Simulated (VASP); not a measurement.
A run of VASP 6.6.1 is set up as follows.

The input INCAR:

```
SYSTEM = SnO
ALGO = Normal
DIPOL = 0.5 0.5 0.403
EDIFF = 1E-6
ENCUT = 520
GGA = PE
IDIPOL = 3
ISIF = 2
ISMEAR = 0
IVDW = 12
LASPH = .TRUE.
LCHARG = .FALSE.
LDIPOL = .TRUE.
LREAL = .FALSE.
LWAVE = .FALSE.
NBANDS = 50
NELM = 80
PREC = Accurate
SIGMA = 0.05
```

The input KPOINTS:

```
k-points
0
G
  7 7 1
  0 0 0
```

The input POSCAR:

```
SnO
1.0
    3.8201635894      0.0000000000      0.0000000000
    0.0000000000      3.8201635894      0.0000000000
    0.0000000000      0.0000000000     22.2260803631
Sn O
4 4
Direct
    0.7500000000      0.2500000000      0.2024648488
    0.2500000000      0.7500000000      0.3087831984
    0.5000000000      1.0000000000      0.4977503906
    0.0000000000      1.5000000000      0.6040687401
    0.2500000000      0.2500000000      0.2556240236
    0.7500000000      0.7500000000      0.2556240236
    0.0000000000      1.0000000000      0.5509095654
    0.5000000000      1.5000000000      0.5509095654
```

Potentials or basis: VASP PAW PBE potentials, release 64 (Sn_d, O).

Run with:

```sh
$ cat potpaw_PBE.64/Sn_d/POTCAR potpaw_PBE.64/O/POTCAR > POTCAR
$ mpirun -np 1 vasp_std > vasp.out
```

(1) What does it give for the dispersion energy per atom?

(2) Predict the largest force.

Answers

(1) -0.155 eV.

(2) 0.129 eV/Å.

Caveat: the cell differs from its parent crystal (layers slid over each other).
